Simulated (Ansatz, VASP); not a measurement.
# One calculation of BP, two programs

The input INCAR:

```
PREC = Accurate
ENCUT = 520
EDIFF = 1E-6
ISMEAR = 0
SIGMA = 0.01
LREAL = Auto
LASPH = True
NELM = 60
ALGO = Normal
ISIF = 2
LWAVE = False
LCHARG = False
GGA = PE
NBANDS = 46
```

Contents of KPOINTS:

```
regular mesh
0
Gamma
  4 4 4
```

File POSCAR:

```
BP
1.0
    0.0000000000      4.5481928018     -4.5481928018
    4.5481928018      4.5481928018      0.0000000000
    4.5481928018      0.0000000000     -4.5481928018
B P
8 8
Direct
    0.5000000000      0.5000000000      0.0000000000
    0.5000000000      0.0000000000      0.0000000000
    1.0000000000      0.5000000000      0.0000000000
    1.0000000000      0.0000000000      0.0000000000
    0.5000000000      0.5000000000      0.5000000000
    0.5000000000      0.0000000000      0.5000000000
    1.0000000000      0.5000000000      0.5000000000
    1.0000000000      0.0000000000      0.5000000000
    0.3750000000      0.3750000000      0.3750000000
    0.3750000000      0.8750000000      0.3750000000
    0.8750000000      0.3750000000      0.3750000000
    0.8750000000      0.8750000000      0.3750000000
    0.3750000000      0.3750000000      0.8750000000
    0.3750000000      0.8750000000      0.8750000000
    0.8750000000      0.3750000000      0.8750000000
    0.8750000000      0.8750000000      0.8750000000
```

Input for Ansatz:

```yaml
crystal:
  lattice:
    - [0.0, 4.5481928018, -4.5481928018]
    - [4.5481928018, 4.5481928018, 0.0]
    - [4.5481928018, 0.0, -4.5481928018]
  atoms:
    - { symbol: B, position: [0.5, 0.5, 0.0] }
    - { symbol: B, position: [0.5, 0.0, 0.0] }
    - { symbol: B, position: [1.0, 0.5, 0.0] }
    - { symbol: B, position: [1.0, 0.0, 0.0] }
    - { symbol: B, position: [0.5, 0.5, 0.5] }
    - { symbol: B, position: [0.5, 0.0, 0.5] }
    - { symbol: B, position: [1.0, 0.5, 0.5] }
    - { symbol: B, position: [1.0, 0.0, 0.5] }
    - { symbol: P, position: [0.375, 0.375, 0.375] }
    - { symbol: P, position: [0.375, 0.875, 0.375] }
    - { symbol: P, position: [0.875, 0.375, 0.375] }
    - { symbol: P, position: [0.875, 0.875, 0.375] }
    - { symbol: P, position: [0.375, 0.375, 0.875] }
    - { symbol: P, position: [0.375, 0.875, 0.875] }
    - { symbol: P, position: [0.875, 0.375, 0.875] }
    - { symbol: P, position: [0.875, 0.875, 0.875] }
basis:
  ecutwfc: 420
  xc_grid: 2
kpoints:
  mp_grid: { grid: [4, 4, 4], shift: [0.0, 0.0, 0.0] }
hamiltonian:
  xc: pbe
scf:
  occupations: { method: gaussian, width: 0.01 }
output:
  forces: true
  stress: true
  eigenvalues: true
  write_density: true
  write_potential: true
  elf: true
  volumetric_format: npy
```

Alike in both runs: task single point; functional PBE; k mesh 4 × 4 × 4; occupations gaussian, width 0.01 eV; no spin polarisation.

|  | VASP | Ansatz |
| --- | --- | --- |
| version | VASP 6.6.1 | Ansatz 0.2.0 |
| potentials or method | VASP PAW PBE potentials, release 64 (B, P), cutoff 520 eV | scalar-relativistic, plane waves, PAW |
| valence electrons in the cell | 64 | 64 |

```tsv
	VASP	Ansatz	Ansatz less VASP
gap on the k mesh at the Fermi level (eV)	1.28	1.28	+0.004
least direct gap on the mesh (eV)	1.34	1.35	+0.004
pressure (GPa)	-0.2	0.0	+0.22
```

With one functional, cell and mesh, what is left measures potentials, basis and numerics.
